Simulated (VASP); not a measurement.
## NbAg4: single point with PBE

Crystal: NbAg4.

```
CELL_PARAMETERS angstrom
3.15639 0.00000 0.00000
-1.57820 2.73352 0.00000
0.00000 0.00000 10.14932
ATOMIC_POSITIONS crystal
Nb 0.00000 0.00000 0.00000
Ag 0.33333 0.66667 0.86586
Ag 0.33333 0.66667 0.37680
Ag 0.66667 0.33333 0.13414
Ag 0.66667 0.33333 0.62320
```

The cell was built from a structure type or drawn by symmetry, and may not be a known phase.

| Property | Result |
| --- | --- |
| Program | VASP 6.6.1 |
| Task | single point |
| Functional | PBE |
| Potentials or basis | VASP PAW PBE potentials, release 64 (Nb_sv, Ag) |
| Cutoff | 520 eV |
| k mesh | 6 × 6 × 2 |
| Occupations | gaussian, width 0.1 eV |
| Spin | no spin polarisation |

```json
{
  "Pressure": "50.2 GPa",
  "Largest force": "11.583 eV/Å",
  "Band gap on the k mesh": "zero (an odd number of electrons rules out a gap without spin polarisation)"
}
```

Forces in eV/Å, atoms in the order of the input:
```
Nb    0.000   0.000   0.000
Ag    0.000   0.000 -11.583
Ag    0.000   0.000   0.358
Ag    0.000   0.000  11.583
Ag    0.000   0.000  -0.358
```

Stress tensor (GPa, compression positive):
```
49.59  0.00  0.00
 0.00 49.59  0.00
 0.00  0.00 51.28
```

Levels at points of the mesh, in eV from the Fermi level:
| k point | band 24 | band 25 | band 26 | band 27 | band 28 | band 29 | band 30 | band 31 | band 32 | band 33 |
| --- | --- | --- | --- | --- | --- | --- | --- | --- | --- | --- |
| (0.00, 0.00, 0.00) | -3.59 | -3.59 | -3.24 | -3.24 | -1.73 | 0.87 | 0.87 | 1.39 | 2.59 | 3.17 |
| (0.50, 0.00, 0.00) | -3.02 | -2.97 | -2.57 | -0.59 | -0.01 | 0.35 | 0.70 | 1.21 | 2.14 | 2.87 |
| (0.00, 0.00, 0.50) | -3.56 | -3.49 | -3.26 | -3.26 | -2.75 | 0.87 | 0.87 | 1.16 | 3.17 | 3.17 |
| (0.50, 0.00, 0.50) | -3.03 | -2.97 | -2.86 | -0.57 | -0.21 | 0.32 | 0.69 | 1.39 | 2.79 | 2.97 |

Run time: 20 s on 1 thread of AMD EPYC 9R45 96-Core Processor (Zen 5), on a shared host, peak memory 0.18 GiB.

Caveat: the k points lie up to 0.38 Å⁻¹ apart, too coarse for converged energies and pressures of a metal; forces of over 1 eV/Å act on the atoms, so gaps and moduli don't describe the material at rest.
